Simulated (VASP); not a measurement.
# SbO4 (I4/mmm) in VASP: a series of runs

Runs on SbO4. Level: PBE. Tasks: single point, relaxation of cell and atoms.

Everything below comes from runs of VASP 6.6.1. Logs are shortened: lines on timing, memory, paths and dates and some standing lists are left out, and cuts for length are marked.

### 1 The cell of the first run

Symmetry: I4/mmm, No. 139, tetragonal system. The conventional cell has a = 3.925 Å, b = 3.925 Å, c = 7.478 Å, α = 90.00°, β = 90.00°, γ = 90.00°. Within 2.4 Å of Sb (site symmetry 4/mmm) lie 6 O at 1.83 to 1.96 Å. O (site symmetry 4mm) has 1 Sb at 1.83 Å within 2.4 Å. Within 2.8 Å of O (site symmetry mmm) lie 2 Sb at 1.96 Å and 12 O at 2.68 to 2.78 Å.

The cell was generated, and may not be a known phase.

### 2 Single point, PBE

Input file INCAR:

```
PREC     = Accurate       # precision mode
ENCUT    = 520            # plane-wave cutoff, eV
EDIFF    = 1E-6           # SCF threshold, eV
ISMEAR   = 0              # smearing method
SIGMA    = 0.1            # smearing width, eV
LREAL    = F              # projectors in reciprocal space
LASPH    = T              # aspherical terms in the spheres
NELM     = 80             # most SCF steps
ALGO     = Normal         # electronic algorithm
ISIF     = 2              # what is computed and relaxed
LWAVE    = F              # write WAVECAR
LCHARG   = F              # write CHGCAR
GGA      = PE             # functional
NBANDS   = 22             # bands
```

Input file KPOINTS:

```
Automatic mesh
0
Gamma
  6 6 6
```

Input file POSCAR:

```
SbO4
1.0
   -1.9627304900      1.9627304900      3.7390589800
    1.9627304900     -1.9627304900      3.7390589800
    1.9627304900      1.9627304900     -3.7390589800
Sb O
1 4
Direct
    0.0000000000      0.0000000000      0.0000000000
    0.7556089200      0.7556089200      0.0000000000
    0.5000000000      0.0000000000      0.5000000000
    0.0000000000      0.5000000000      0.5000000000
    0.2443910800      0.2443910800      0.0000000000
```

Potentials or basis: VASP PAW PBE potentials, release 64 (Sb, O).

Launch:

```bash
$ cat potpaw_PBE.64/Sb/POTCAR potpaw_PBE.64/O/POTCAR > POTCAR
$ mpirun -np 1 vasp_std > vasp.out
```

OUTCAR:

```text
PREC = Accurate
   ENCUT = 520
   EDIFF = 1E-6
   ISMEAR = 0
   LREAL = F
   LASPH = T
   NELM = 80
   ISIF = 2
   GGA = PE

 ion  position               nearest neighbor table
   1  0.000  0.000  0.000-   2 1.83   5 1.83   4 1.96   3 1.96   4 1.96   3 1.96
   2  0.756  0.756  0.000-   1 1.83
   3  0.500  0.000  0.500-   1 1.96   1 1.96
   4  0.000  0.500  0.500-   1 1.96   1 1.96
   5  0.244  0.244  0.000-   1 1.83

  LATTYP: Found a body centered tetragonal cell.
 ALAT       =     3.9254609800
 C/A-ratio  =     1.9050292432

  Lattice vectors:

 A1 = (  -1.9627304900,   1.9627304900,   3.7390589800)
 A2 = (   1.9627304900,  -1.9627304900,   3.7390589800)
 A3 = (   1.9627304900,   1.9627304900,  -3.7390589800)

Analysis of symmetry for initial positions (statically):
=====================================================================
 Subroutine PRICEL returns:
 Original cell was already a primitive cell.

 Routine SETGRP: Setting up the symmetry group for a
 body centered tetragonal supercell.

 Subroutine GETGRP returns: Found 16 space group operations
 (whereof 16 operations were pure point group operations)
 out of a pool of 16 trial point group operations.

The static configuration has the point symmetry D_4h.

Analysis of symmetry for dynamics (positions and initial velocities):
=====================================================================
 Subroutine PRICEL returns:
 Original cell was already a primitive cell.

 Routine SETGRP: Setting up the symmetry group for a
 body centered tetragonal supercell.

 Subroutine GETGRP returns: Found 16 space group operations
 (whereof 16 operations were pure point group operations)
 out of a pool of 16 trial point group operations.

The dynamic configuration has the point symmetry D_4h.

 Subroutine INISYM returns: Found 16 space group operations
 (whereof 16 operations are pure point group operations),
 and found     1 'primitive' translations

----------------------------------------------------------------------------------------

                                     Primitive cell

  volume of cell :      57.6161

  direct lattice vectors                    reciprocal lattice vectors
    -1.962730490  1.962730490  3.739058980     0.000000000  0.254747151  0.133723486
     1.962730490 -1.962730490  3.739058980     0.254747151  0.000000000  0.133723486
     1.962730490  1.962730490 -3.739058980     0.254747151  0.254747151  0.000000000

  length of vectors
     4.656735338  4.656735338  4.656735338     0.287711803  0.287711803  0.360266876

  position of ions in fractional coordinates (direct lattice)
     0.000000000  0.000000000  0.000000000
     0.755608920  0.755608920  0.000000000
     0.500000000  0.000000000  0.500000000
     0.000000000  0.500000000  0.500000000
     0.244391080  0.244391080  0.000000000

  ion indices of the primitive-cell ions
   primitive index   ion index
                 1           1
                 2           2
                 3           3
                 4           4
                 5           5

----------------------------------------------------------------------------------------

 KPOINTS: Automatic mesh

Automatic generation of k-mesh.
 Grid dimensions read from file:
 generate k-points for:    6    6    6

 Generating k-lattice:

  Cartesian coordinates                     Fractional coordinates (reciprocal lattice)
     0.000000000  0.042457858  0.022287248     0.166666667 -0.000000000  0.000000000
     0.042457858  0.000000000  0.022287248    -0.000000000  0.166666667  0.000000000
     0.042457858  0.042457858  0.000000000     0.000000000  0.000000000  0.166666667

  Length of vectors
     0.047951967  0.047951967  0.060044479

  Shift w.r.t. Gamma in fractional coordinates (k-lattice)
     0.000000000  0.000000000  0.000000000

 Subroutine IBZKPT returns following result:
 ===========================================

 Found     30 irreducible k-points:

 Following reciprocal coordinates:
            Coordinates               Weight
  0.000000  0.000000  0.000000      1.000000
  0.166667  0.000000  0.000000      8.000000
  0.333333  0.000000 -0.000000      8.000000
  0.500000  0.000000 -0.000000      4.000000
  0.166667  0.166667  0.000000      8.000000
  0.333333  0.166667  0.000000     16.000000
[... 16 lines left out ...]
 -0.333333 -0.333333  0.166667      8.000000
 -0.166667 -0.333333  0.166667      8.000000
 [... further k-points ...]
   k-points           NKPTS =     30   k-points in BZ     NKDIM =     30   number of bands    NBANDS=     22
   number of dos      NEDOS =    301   number of ions     NIONS =      5
   total plane-waves  NPLWV =  46656
   dimension x,y,z NGX =    36 NGY =   36 NGZ =   36
   dimension x,y,z NGXF=    72 NGYF=   72 NGZF=   72
   ions per type =               1   4
   NGX,Y,Z   is equivalent  to a cutoff of  12.85, 12.85, 12.85 a.u.
   NGXF,Y,Z  is equivalent  to a cutoff of  25.70, 25.70, 25.70 a.u.
 SYSTEM =  unknown system
   PREC   = accura    normal or accurate (medium, high low for compatibility)
   ISTART =      0    job   : 0-new  1-cont  2-samecut
   ICHARG =      2    charge: 1-file 2-atom 10-const
   ISPIN  =      1    spin polarized calculation?
   LNONCOLLINEAR =      F non collinear calculations
   LSORBIT =      F    spin-orbit coupling
   LASPH  =      T    aspherical Exc in radial PAW
   ENCUT  =  520.0 eV  38.22 Ry    6.18 a.u.   8.66  8.66  8.66*2*pi/ulx,y,z
   NELM   =     80;   NELMIN=  2; NELMDL= -5     # of ELM steps
   EDIFF  = 0.1E-05   stopping-criterion for ELM
   LREAL  =      F    real-space projection
[... 7 lines left out ...]
   TEBEG  =    0.0;   TEEND  =   0.0 temperature during run
   PSTRESS=    0.0 pullay stress
   NELECT =      29.0000    total number of electrons
   NUPDOWN=      -1.0000    fix difference up-down
   EMIN   =  10.00;   EMAX   =-10.00  energy-range for DOS
   EFERMI =   0.00;   METHOD = LEGACY
   ISMEAR =     0;   SIGMA  =   0.10  broadening in eV -4-tet -1-fermi 0-gaus
   EFERMI_NEDOS =   21; number of points for ismear=-14 and -15
   IALGO  =     38    algorithm
   IMIX   =      4    mixing-type and parameters
     AMIX     =   0.40;   BMIX     =  1.00
     AMIX_MAG =   1.60;   BMIX_MAG =  1.00
  volume/ion in A,a.u.               =      11.52        77.76
  Fermi-wavevector in a.u.,A,eV,Ry     =   1.302246  2.460888 23.073358  1.695844
  Thomas-Fermi vector in A             =   2.433326
   LORBIT       =      0    0 simple, 1 ext, 2 COOP (PROOUT), +10 PAW based schemes
   GGA     = PE    functional components
   LHFCALC =     F    Hartree Fock is set to
   AEXX    =    0.0000 exact exchange contribution
   IVDW    =     0    specifies the selected vdW correction
   LEPSILON=     F    determine dielectric tensor
   LRPA    =     F    only Hartree local field effects (RPA)
 non-spin polarized calculation
 Gauss-broadening in eV      SIGMA  =   0.10
  energy-cutoff  :      520.00
  volume of cell :       57.62
 maximum number of plane-waves:      1574
 NGX is ok and might be reduce to    36
   NGX = 17   NGY = 17   NGZ = 17

 number of electron      28.9999997 magnetization

 Free energy of the ion-electron system (eV)
  ---------------------------------------------------
  ext. energy  EPLUGINS =         0.00000000
  ---------------------------------------------------
  free energy    TOTEN  =       -22.86616907 eV

  energy without entropy =      -22.83134393  energy(sigma->0) =      -22.84875650

 E-fermi :   2.8036     XC(G=0): -10.6271

 val. band max:        2.8016187339   @ k =   0.5000   0.5000   0.1667
 cond. band min:       2.8111010182   @ k =  -0.1667  -0.3333   0.1667
 fundamental gap:      0.0094822843
 Fermi energy:         2.8035663930

 k-point     1 :       0.0000    0.0000    0.0000
  band No.  band energies     occupation
      1     -16.6298      2.00000
      2     -13.7916      2.00000
      3     -13.1766      2.00000
      4     -12.8313      2.00000
      5      -3.1091      2.00000
      6      -3.1091      2.00000
[... 14 lines left out ...]
     21      16.1601      0.00000
     22      17.4711      0.00000

 k-point     2 :       0.1667    0.0000    0.0000
  band No.  band energies     occupation
      1     -16.4518      2.00000
      2     -13.8757      2.00000
      3     -13.3874      2.00000
      4     -12.8858      2.00000
      5      -3.6461      2.00000
      6      -3.0815      2.00000
[... 14 lines left out ...]
     21      16.7066      0.00000
     22      16.8910      0.00000

 k-point     3 :       0.3333    0.0000   -0.0000
  band No.  band energies     occupation
      1     -15.9621      2.00000
      2     -14.1504      2.00000
      3     -13.8769      2.00000
      4     -12.9614      2.00000
      5      -4.0584      2.00000
      6      -3.0213      2.00000
[... 14 lines left out ...]
     21      16.7173      0.00000
     22      17.7586      0.00000

 k-point     4 :       0.5000    0.0000   -0.0000
  band No.  band energies     occupation
      1     -15.5043      2.00000
      2     -14.6192      2.00000
      3     -14.0115      2.00000
      4     -12.9929      2.00000
      5      -4.1339      2.00000
      6      -2.9884      2.00000
[... 14 lines left out ...]
     21      17.3637      0.00000
     22      18.2036      0.00000

 k-point     5 :       0.1667    0.1667    0.0000
  band No.  band energies     occupation
      1     -16.2240      2.00000
      2     -13.9931      2.00000
      3     -13.5329      2.00000
      4     -13.0344      2.00000
      5      -4.4632      2.00000
      6      -2.2790      2.00000
[... 417 lines left out ...]
 k-point    22 :      -0.1667    0.5000    0.1667
  band No.  band energies     occupation
      1     -15.7196      2.00000
      2     -14.3248      2.00000
      3     -14.0157      2.00000
      4     -13.0067      2.00000
      5      -3.9440      2.00000
      6      -3.1163      2.00000
[... 14 lines left out ...]
     21      17.4747      0.00000
     22      17.8653      0.00000

 k-point    23 :      -0.3333   -0.3333    0.1667
  band No.  band energies     occupation
      1     -15.9412      2.00000
      2     -14.2953      2.00000
      3     -13.5534      2.00000
      4     -13.1627      2.00000
      5      -4.3688      2.00000
      6      -2.4618      2.00000
[... 14 lines left out ...]
     21      17.3065      0.00000
     22      17.3882      0.00000

 k-point    24 :      -0.1667   -0.3333    0.1667
  band No.  band energies     occupation
      1     -16.2305      2.00000
      2     -14.1270      2.00000
      3     -13.4211      2.00000
      4     -12.9784      2.00000
      5      -3.6220      2.00000
      6      -3.2200      2.00000
[... 14 lines left out ...]
     21      17.1457      0.00000
     22      17.1799      0.00000

 [... further k-points ...]
[... 5 lines left out ...]
  --------------------------------------------------------------------------------------
  -------------------------------------------------------------------------------------
  Total        4.1878455      4.1878455     15.4653208      0.0000000      0.0000000      0.0000000
  in kB      116.4548525    116.4548525    430.0568497      0.0000000      0.0000000      0.0000000
  external PRESSURE =     220.9888516 kB  Pullay stress =       0.0000000 kB

 VOLUME and BASIS-vectors are now :
 -----------------------------------------------------------------------------
  energy-cutoff  :      520.00
  volume of cell :       57.62
      direct lattice vectors                 reciprocal lattice vectors
    -1.962730490  1.962730490  3.739058980     0.000000000  0.254747151  0.133723486
     1.962730490 -1.962730490  3.739058980     0.254747151  0.000000000  0.133723486
     1.962730490  1.962730490 -3.739058980     0.254747151  0.254747151  0.000000000

 POSITION                                       TOTAL-FORCE (eV/Angst)
 -----------------------------------------------------------------------------------
      0.00000      0.00000      0.00000         0.000000      0.000000      0.000000
      0.00000      0.00000      5.65053         0.000000      0.000000     -3.668541
      0.00000      1.96273      0.00000         0.000000      0.000000     -0.000000
      1.96273      0.00000      0.00000         0.000000      0.000000      0.000000
      0.00000      0.00000      1.82759        -0.000000     -0.000000      3.668541
 -----------------------------------------------------------------------------------
    total drift:                                0.000000      0.000000     -0.000000

  FREE ENERGIE OF THE ION-ELECTRON SYSTEM (eV)
  ---------------------------------------------------
  free  energy   TOTEN  =       -22.8661690742 eV

  energy  without entropy=      -22.8313439302  energy(sigma->0) =      -22.84875650
```

Run time: 69 s. Hardware: 1 thread of Oxide Virtual Turin-like, shared host; peak memory 0.18 GiB.

What came out:

* Free energy: -22.8662 eV
* Pressure: 22.1 GPa
* Largest force: 3.669 eV/Å
* Band gap on the k mesh: zero (an odd number of electrons rules out a gap without spin polarisation)

Forces in eV/Å, atoms in the order of the input:
```
Sb   0.000  0.000  0.000
O    0.000  0.000 -3.669
O    0.000  0.000  0.000
O    0.000  0.000  0.000
O    0.000  0.000  3.669
```

Stress tensor (GPa, compression positive):
```
11.65  0.00  0.00
 0.00 11.65  0.00
 0.00  0.00 43.01
```

Levels at points of the mesh, in eV from the Fermi level:
| k point | band 10 | band 11 | band 12 | band 13 | band 14 | band 15 | band 16 | band 17 | band 18 | band 19 |
| --- | --- | --- | --- | --- | --- | --- | --- | --- | --- | --- |
| (0.00, 0.00, 0.00) | -1.83 | -1.21 | -1.07 | -1.07 | -0.03 | 0.18 | 0.18 | 4.04 | 11.61 | 13.23 |
| (0.50, 0.00, 0.00) | -1.68 | -0.86 | -0.78 | -0.75 | -0.36 | -0.28 | 0.14 | 6.98 | 10.00 | 11.91 |
| (0.50, 0.50, 0.00) | -1.63 | -1.25 | -0.21 | -0.18 | 0.27 | 0.30 | 0.42 | 8.14 | 9.06 | 9.25 |
| (0.50, 0.50, 0.50) | -1.59 | -1.59 | -0.85 | -0.45 | -0.45 | -0.03 | -0.03 | 4.47 | 12.06 | 13.16 |

Caveat: the stress differs along the axes, from 12 to 43 GPa; spin-orbit coupling is left out, which moves the levels of the heavy elements; an odd number of electrons without spin polarisation forces a metal; a magnetic or distorted state may lie lower.

### 3 Single point, PBE

This run uses another cell than the first one, of 13.88 Å³/atom.

Input file INCAR:

```
PREC = Accurate
ENCUT = 520
EDIFF = 1E-7
ISMEAR = 0
SIGMA = 0.1
LREAL = False
LASPH = True
NELM = 100
ALGO = Fast
ISIF = 2
LWAVE = False
LCHARG = False
GGA = PE
NBANDS = 22
```

Input file KPOINTS:

```
regular mesh
0
Gamma
  6 6 6
```

Input file POSCAR:

```
SbO4
1.0
   -1.9676507603      1.9676507603      4.4820259690
    1.9676507603     -1.9676507603      4.4820259690
    1.9676507603      1.9676507603     -4.4820259690
Sb O
1 4
Direct
    0.0000000000      0.0000000000      0.0000000000
    0.7793940568      0.7793940568      0.0000000000
    0.5000000000      0.0000000000      0.5000000000
    0.0000000000      0.5000000000      0.5000000000
    0.2206059432      0.2206059432      0.0000000000
```

Potentials or basis: VASP PAW PBE potentials, release 64 (Sb, O).

Launch:

```bash
$ cat potpaw_PBE.64/Sb/POTCAR potpaw_PBE.64/O/POTCAR > POTCAR
$ mpirun -np 1 vasp_std > vasp.out
```

Run time: 66 s. Hardware: 1 thread of Oxide Virtual Turin-like, shared host; peak memory 0.21 GiB.

Results (log left out):

```
Free energy            : -23.6094 eV
Pressure               : 0.2 GPa
Largest force          : 0.051 eV/Å
Band gap on the k mesh : zero (an odd number of electrons rules out a gap without spin polarisation)
```

Forces on the atoms (eV/Å):
```
Sb   0.000  0.000  0.000
O    0.000  0.000 -0.051
O    0.000  0.000  0.000
O    0.000  0.000  0.000
O    0.000  0.000  0.051
```

Stress tensor (GPa, compression positive):
```
0.03 0.00 0.00
0.00 0.03 0.00
0.00 0.00 0.56
```

Levels at points of the mesh, in eV from the Fermi level:
```tsv
k point	band 11	band 12	band 13	band 14	band 15	band 16	band 17	band 18
(0.00, 0.00, 0.00)	-0.82	-0.72	-0.72	-0.23	0.14	0.14	2.86	10.12
(0.50, 0.00, 0.00)	-0.99	-0.76	-0.56	-0.53	-0.33	0.12	5.78	9.34
(0.50, 0.50, 0.00)	-1.36	-0.70	0.00	0.02	0.39	0.56	7.90	8.05
(0.50, 0.50, 0.50)	-1.18	-0.73	-0.61	-0.61	0.05	0.05	3.06	10.31
```

Caveat: spin-orbit coupling is left out, which moves the levels of the heavy elements; an odd number of electrons without spin polarisation forces a metal; a magnetic or distorted state may lie lower.

(Part 1 of 2 ends here.)
